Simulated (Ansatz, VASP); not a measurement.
# Y: VASP beside Ansatz

The input INCAR:

```
SYSTEM = Y
  PREC = Accurate
  ENCUT = 520
  EDIFF = 1E-6
  ISMEAR = -1
  SIGMA = 0.05
  LREAL = .FALSE.
  LASPH = .TRUE.
  NELM = 60
  ALGO = Fast
  ISIF = 2
  LWAVE = .FALSE.
  LCHARG = .FALSE.
  GGA = PS
  NBANDS = 18
```

KPOINTS

```
Automatic mesh
0
G
  8 8 5
  0 0 0
```

File POSCAR:

```
Y
1.0
    3.6474000000      0.0000000000      0.0000000000
   -1.8237000000      3.1587410578      0.0000000000
    0.0000000000      0.0000000000      5.7306000000
Y
2
Direct
    0.6700770000      0.3217800000      0.7512290000
    0.3305060000      0.6741340000      0.2556330000
```

File input.yaml:

```yaml
crystal:
  lattice:
    - [3.6474, 0.0, 0.0]
    - [-1.8237, 3.1587410578, 0.0]
    - [0.0, 0.0, 5.7306]
  atoms:
    - { symbol: "Y", position: [0.670077, 0.32178, 0.751229] }
    - { symbol: "Y", position: [0.330506, 0.674134, 0.255633] }
kpoints:
  mp_grid: { grid: [8, 8, 5] }
scf:
  occupations: { method: fermi_dirac, width: 0.05 }
hamiltonian:
  xc: pbesol
  pseudopotentials: { kind: all_electron, lapw: { basis_error: 0.001 } }
output:
  forces: true
  stress: true
  eigenvalues: true
  populations: true
```

Change from the starting cell: atoms moved at random, drawn with an rms of 0.05 Å.

Alike in both runs: task single point; functional PBEsol; k mesh 8 × 8 × 5; occupations fermi-dirac, width 0.05 eV; no spin polarisation.

|  | VASP | Ansatz |
| --- | --- | --- |
| version | VASP 6.6.1 | Ansatz 0.2.0 |
| potentials or method | VASP PAW PBE potentials, release 64 (Y_sv), cutoff 520 eV | all-electron LAPW, scalar-relativistic |

|  | VASP | Ansatz | Ansatz less VASP |
| --- | --- | --- | --- |
| gap on the k mesh at the Fermi level (eV) | none | none | - |
| pressure (GPa) | -2.1 | -2.0 | +0.10 |
| traceless stress, the component that is largest in VASP (GPa) | 0.30 | 0.30 | +0.003 |
| rms of the force components (eV/Å) | 0.067 | 0.067 | +0.0001 |

VASP's potentials were made for PBE, not for PBEsol. Atom by atom the forces differ by 0.000 eV/Å (rms over components). A gap of «none» marks a metal or a gap that the smearing closes. Ansatz ran all-electron here, and VASP with PAW potentials.
